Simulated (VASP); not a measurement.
# SnO (C2/m) in VASP: single point with PBEsol

Aim: the single point of SnO with PBEsol.

All numbers are computed with VASP 6.6.1; they aren't measurements. Logs are shortened: lines on timing, memory, paths and dates and some standing lists are left out, and cuts for length are marked.

### 1 The cell of the first run

The structure is monoclinic, space group C2/m (No. 12). Conventional cell: a = 5.459 Å, b = 5.296 Å, c = 4.837 Å, α = 90.00°, β = 92.41°, γ = 90.00°. Within 2.9 Å of Sn (site symmetry m) lie 4 O at 2.19 to 2.25 Å. O (site symmetry 2) has 4 Sn at 2.19 to 2.25 Å and 4 O at 2.65 to 2.73 Å within 2.9 Å.

### 2 Single point, PBEsol (equal xy, yz and zx shear strains of +3 %)

The input, INCAR:

```
SYSTEM = SnO
PREC = Accurate ; ENCUT = 520
EDIFF = 1E-6 ; ISMEAR = -1
SIGMA = 0.01 ; LREAL = .False.
LASPH = .True. ; NELM = 80
ALGO = Normal ; ISIF = 2
LWAVE = .False. ; LCHARG = .False.
GGA = PS ; NBANDS = 28
```

The input, KPOINTS:

```
regular mesh
0
Gamma
  8 8 6
  0 0 0
```

The input, POSCAR:

```
SnO
1.0
    3.8020000000      0.0570300000      0.0570300000
    0.0570300000      3.8020000000      0.0570300000
    0.0725400000      0.0725400000      4.8360000000
Sn O
2 2
Direct
    0.0000000000      0.5000000000      0.2385000000
    0.5000000000      0.0000000000      0.7615000000
    0.0000000000      0.0000000000      0.0000000000
    0.5000000000      0.5000000000      0.0000000000
```

Potentials or basis: VASP PAW PBE potentials, release 64 (Sn_d, O).

The run is started by

```bash
> cat potpaw_PBE.64/Sn_d/POTCAR potpaw_PBE.64/O/POTCAR > POTCAR
> mpirun -np 1 vasp_std > vasp.out
```

OUTCAR:

```text
SYSTEM = SnO
   PREC = Accurate
   ENCUT = 520
   EDIFF = 1E-6
   ISMEAR = -1
   LREAL = .False.
   LASPH = .True.
   NELM = 80
   ISIF = 2
   GGA = PS

 ion  position               nearest neighbor table
   1  0.000  0.500  0.239-   3 2.19   4 2.19   3 2.25   4 2.25   2 3.50   2 3.51   2 3.51   2 3.64
                             2 3.65   2 3.66   2 3.66
   2  0.500  0.000  0.761-   4 2.19   3 2.19   3 2.25   4 2.25   1 3.50   1 3.51   1 3.51   1 3.64
                             1 3.65   1 3.66   1 3.66
   3  0.000  0.000  0.000-   2 2.19   1 2.19   1 2.25   2 2.25
   4  0.500  0.500  0.000-   2 2.19   1 2.19   2 2.25   1 2.25

  LATTYP: Found a base centered monoclinic cell.
 ALAT       =     5.4586843438
 B/A-ratio  =     0.9702314754
 C/A-ratio  =     0.8861270726
 COS(beta)  =    -0.0420942467

  Lattice vectors:

 A1 = (  -3.8020000000,  -0.0570300000,  -0.0570300000)
 A2 = (  -0.0570300000,  -3.8020000000,  -0.0570300000)
 A3 = (   0.0725400000,   0.0725400000,   4.8360000000)

Analysis of symmetry for initial positions (statically):
=====================================================================
 Subroutine PRICEL returns:
 Original cell was already a primitive cell.

 Routine SETGRP: Setting up the symmetry group for a
 base centered monoclinic supercell.

 Subroutine GETGRP returns: Found  4 space group operations
 (whereof  2 operations were pure point group operations)
 out of a pool of  4 trial point group operations.

The static configuration has the point symmetry C_2 .
 The point group associated with its full space group is C_2h.

Analysis of symmetry for dynamics (positions and initial velocities):
=====================================================================
 Subroutine PRICEL returns:
 Original cell was already a primitive cell.

 Routine SETGRP: Setting up the symmetry group for a
 base centered monoclinic supercell.

 Subroutine GETGRP returns: Found  4 space group operations
 (whereof  2 operations were pure point group operations)
 out of a pool of  4 trial point group operations.

The dynamic configuration has the point symmetry C_2 .
 The point group associated with its full space group is C_2h.

 Subroutine INISYM returns: Found  4 space group operations
 (whereof  2 operations are pure point group operations),
 and found     1 'primitive' translations

----------------------------------------------------------------------------------------

                                     Primitive cell

  volume of cell :      69.8587

  direct lattice vectors                    reciprocal lattice vectors
     3.802000000  0.057030000  0.057030000     0.263136125 -0.003888711 -0.003888711
     0.057030000  3.802000000  0.057030000    -0.003888711  0.263136125 -0.003888711
     0.072540000  0.072540000  4.836000000    -0.003057254 -0.003057254  0.206874182

  length of vectors
     3.802855354  3.802855354  4.837087978     0.263193587  0.263193587  0.206919359

  position of ions in fractional coordinates (direct lattice)
     1.000000000  0.500000000  0.238500000
     0.500000000  1.000000000  0.761500000
     0.000000000  0.000000000  0.000000000
     0.500000000  0.500000000  0.000000000

  ion indices of the primitive-cell ions
   primitive index   ion index
                 1           1
                 2           2
                 3           3
                 4           4

----------------------------------------------------------------------------------------

 KPOINTS: regular mesh

Automatic generation of k-mesh.
 Grid dimensions read from file:
 generate k-points for:    8    8    6

 Generating k-lattice:

  Cartesian coordinates                     Fractional coordinates (reciprocal lattice)
     0.032892016 -0.000486089 -0.000486089     0.125000000 -0.000000000  0.000000000
    -0.000486089  0.032892016 -0.000486089    -0.000000000  0.125000000  0.000000000
    -0.000509542 -0.000509542  0.034479030     0.000000000  0.000000000  0.166666667

  Length of vectors
     0.032899198  0.032899198  0.034486560

  Shift w.r.t. Gamma in fractional coordinates (k-lattice)
     0.000000000  0.000000000  0.000000000

 Subroutine IBZKPT returns following result:
 ===========================================

 Found    114 irreducible k-points:

 Following reciprocal coordinates:
            Coordinates               Weight
  0.000000  0.000000  0.000000      1.000000
  0.125000  0.000000  0.000000      4.000000
  0.250000  0.000000  0.000000      4.000000
  0.375000  0.000000 -0.000000      4.000000
  0.500000  0.000000  0.000000      2.000000
  0.125000  0.125000  0.000000      2.000000
[... 16 lines left out ...]
  0.125000  0.000000  0.166667      4.000000
  0.250000  0.000000  0.166667      4.000000
 [... further k-points ...]
   k-points           NKPTS =    114   k-points in BZ     NKDIM =    114   number of bands    NBANDS=     28
   number of dos      NEDOS =    301   number of ions     NIONS =      4
   total plane-waves  NPLWV =  28224
   dimension x,y,z NGX =    28 NGY =   28 NGZ =   36
   dimension x,y,z NGXF=    56 NGYF=   56 NGZF=   72
   ions per type =               2   2
   NGX,Y,Z   is equivalent  to a cutoff of  12.24, 12.24, 12.37 a.u.
   NGXF,Y,Z  is equivalent  to a cutoff of  24.48, 24.48, 24.75 a.u.
 SYSTEM =  SnO
   PREC   = accura    normal or accurate (medium, high low for compatibility)
   ISTART =      0    job   : 0-new  1-cont  2-samecut
   ICHARG =      2    charge: 1-file 2-atom 10-const
   ISPIN  =      1    spin polarized calculation?
   LNONCOLLINEAR =      F non collinear calculations
   LSORBIT =      F    spin-orbit coupling
   LASPH  =      T    aspherical Exc in radial PAW
   ENCUT  =  520.0 eV  38.22 Ry    6.18 a.u.   7.07  7.07  8.99*2*pi/ulx,y,z
   NELM   =     80;   NELMIN=  2; NELMDL= -5     # of ELM steps
   EDIFF  = 0.1E-05   stopping-criterion for ELM
   LREAL  =      F    real-space projection
   EDIFFG = 0.1E-04   stopping-criterion for IOM
   NSW    =      0    number of steps for IOM
   IBRION =     -1    ionic relax: 0-MD 1-quasi-New 2-CG
   NFREE  =      0    steps in history (QN), initial steepest desc. (CG)
   ISIF   =      2    stress and relaxation
   ISYM   =      2    0-nonsym 1-usesym 2-fastsym
   POTIM  = 0.5000    time-step for ionic-motion
   TEBEG  =    0.0;   TEEND  =   0.0 temperature during run
   PSTRESS=    0.0 pullay stress
   NELECT =      40.0000    total number of electrons
   NUPDOWN=      -1.0000    fix difference up-down
   EMIN   =  10.00;   EMAX   =-10.00  energy-range for DOS
   EFERMI =   0.00;   METHOD = LEGACY
   ISMEAR =    -1;   SIGMA  =   0.01  broadening in eV -4-tet -1-fermi 0-gaus
   EFERMI_NEDOS =   21; number of points for ismear=-14 and -15
   IALGO  =     38    algorithm
   IMIX   =      4    mixing-type and parameters
     AMIX     =   0.40;   BMIX     =  1.00
     AMIX_MAG =   1.60;   BMIX_MAG =  1.00
  volume/ion in A,a.u.               =      17.46       117.86
  Fermi-wavevector in a.u.,A,eV,Ry     =   1.359423  2.568938 25.144004  1.848032
  Thomas-Fermi vector in A             =   2.486173
   LORBIT       =      0    0 simple, 1 ext, 2 COOP (PROOUT), +10 PAW based schemes
   GGA     = PS    functional components
   LHFCALC =     F    Hartree Fock is set to
   AEXX    =    0.0000 exact exchange contribution
   IVDW    =     0    specifies the selected vdW correction
   LEPSILON=     F    determine dielectric tensor
   LRPA    =     F    only Hartree local field effects (RPA)
 non-spin polarized calculation
  energy-cutoff  :      520.00
  volume of cell :       69.86
 maximum number of plane-waves:      1898
   NGX = 15   NGY = 15   NGZ = 17

 number of electron      40.0000002 magnetization

 Free energy of the ion-electron system (eV)
  ---------------------------------------------------
  ext. energy  EPLUGINS =         0.00000000
  ---------------------------------------------------
  free energy    TOTEN  =       -24.17487625 eV

  energy without entropy =      -24.17471331  energy(sigma->0) =      -24.17479478

 E-fermi :   7.0729     XC(G=0): -10.5002

 val. band max:        7.0609614198   @ k =   0.0000   0.0000   0.0000
 cond. band min:       7.0998501038   @ k =   0.5000   0.5000   0.0000
 fundamental gap:      0.0388886840
 Fermi energy:         7.0729451351

 k-point     1 :       0.0000    0.0000    0.0000
  band No.  band energies     occupation
      1     -14.8757      2.00000
      2     -14.4377      2.00000
      3     -14.4227      2.00000
      4     -14.4171      2.00000
      5     -14.3734      2.00000
      6     -14.3708      2.00000
[... 20 lines left out ...]
     27      13.8553      0.00000
     28      14.1917      0.00000

 k-point     2 :       0.1250    0.0000    0.0000
  band No.  band energies     occupation
      1     -14.8676      2.00000
      2     -14.4358      2.00000
      3     -14.4293      2.00000
      4     -14.4129      2.00000
      5     -14.3776      2.00000
      6     -14.3705      2.00000
[... 20 lines left out ...]
     27      14.0351      0.00000
     28      15.3653      0.00000

 k-point     3 :       0.2500    0.0000    0.0000
  band No.  band energies     occupation
      1     -14.8448      2.00000
      2     -14.5324      2.00000
      3     -14.4191      2.00000
      4     -14.4037      2.00000
      5     -14.3853      2.00000
      6     -14.3777      2.00000
[... 20 lines left out ...]
     27      14.3115      0.00000
     28      17.3586      0.00000

 k-point     4 :       0.3750    0.0000   -0.0000
  band No.  band energies     occupation
      1     -14.8078      2.00000
      2     -14.6519      2.00000
      3     -14.4024      2.00000
      4     -14.3931      2.00000
      5     -14.3813      2.00000
      6     -14.3800      2.00000
[... 578 lines left out ...]
     27      13.8442      0.00000
     28      14.4450      0.00000

 k-point    23 :       0.1250    0.0000    0.1667
  band No.  band energies     occupation
      1     -14.8647      2.00000
      2     -14.4456      2.00000
      3     -14.4251      2.00000
      4     -14.4105      2.00000
      5     -14.3716      2.00000
      6     -14.3668      2.00000
[... 20 lines left out ...]
     27      14.2005      0.00000
     28      15.3754      0.00000

 k-point    24 :       0.2500    0.0000    0.1667
  band No.  band energies     occupation
      1     -14.8445      2.00000
      2     -14.5445      2.00000
      3     -14.4182      2.00000
      4     -14.3984      2.00000
      5     -14.3861      2.00000
      6     -14.3769      2.00000
[... 20 lines left out ...]
     27      14.6071      0.00000
     28      17.2249      0.00000

 [... further k-points ...]
[... 5 lines left out ...]
  --------------------------------------------------------------------------------------
  -------------------------------------------------------------------------------------
  Total        0.2649106      0.2649106      0.0500887     -1.0572011     -0.6857819     -0.6857804
  in kB        6.0756080      6.0756080      1.1487626    -24.2464397    -15.7281054    -15.7280706
  external PRESSURE =       4.4333262 kB  Pullay stress =       0.0000000 kB

 VOLUME and BASIS-vectors are now :
 -----------------------------------------------------------------------------
  energy-cutoff  :      520.00
  volume of cell :       69.86
      direct lattice vectors                 reciprocal lattice vectors
     3.802000000  0.057030000  0.057030000     0.263136125 -0.003888711 -0.003888711
     0.057030000  3.802000000  0.057030000    -0.003888711  0.263136125 -0.003888711
     0.072540000  0.072540000  4.836000000    -0.003057254 -0.003057254  0.206874182

 POSITION                                       TOTAL-FORCE (eV/Angst)
 -----------------------------------------------------------------------------------
      0.04582      1.91830      1.18190        -0.173111     -0.173111      0.177927
      1.95624      0.08375      3.71113         0.173111      0.173111     -0.177927
      0.00000      0.00000      0.00000        -0.112637      0.112637      0.000000
      1.92952      1.92952      0.05703         0.112637     -0.112637     -0.000000
 -----------------------------------------------------------------------------------
    total drift:                                0.000000      0.000000      0.000000

  FREE ENERGIE OF THE ION-ELECTRON SYSTEM (eV)
  ---------------------------------------------------
  free  energy   TOTEN  =       -24.1748762488 eV

  energy  without entropy=      -24.1747133109  energy(sigma->0) =      -24.17479478
```

Wall time 2.9 min (1 thread of Intel Xeon 6975P-C (Granite Rapids), shared host); peak memory 0.3 GiB.

What came out:

```yaml
Free_energy: -24.1749 eV
Pressure: 0.4 GPa
Largest_force: 0.303 eV/Å
Band_gap_on_the_k_mesh: zero (filled and empty bands touch)
```

Forces in eV/Å, atoms in the order of the input:
```
Sn  -0.173 -0.173  0.178
Sn   0.173  0.173 -0.178
O   -0.113  0.113  0.000
O    0.113 -0.113  0.000
```

Levels at points of the mesh, in eV from the Fermi level:
```
           k point  band 17  band 18  band 19  band 20  band 21  band 22  band 23  band 24
(0.00, 0.00, 0.00)    -3.52    -3.41    -3.00    -0.01     2.01     4.23     4.56     4.73
(0.50, 0.00, 0.00)    -4.93    -4.87    -2.83    -2.69     2.98     3.28     5.67     5.80
(0.50, 0.50, 0.00)    -2.67    -2.40    -1.97    -1.87    -0.01     0.03     4.24     4.46
(0.00, 0.00, 0.50)    -3.43    -3.14    -3.02    -2.26     1.55     2.80     3.03     3.61
(0.50, 0.00, 0.50)    -4.91    -4.82    -1.88    -1.65     2.36     2.68     5.28     5.41
(0.50, 0.50, 0.50)    -2.90    -2.67    -2.55    -2.40     2.25     2.32     3.91     3.98
```

Caveat: the cell differs from its parent crystal (equal xy, yz and zx shear strains of +3 %); semilocal functionals underestimate gaps, so a narrow gap can read as zero; the PAW data sets were made with another functional, which shifts forces and pressure a little; spin-orbit coupling is left out, which moves the levels of the heavy elements.
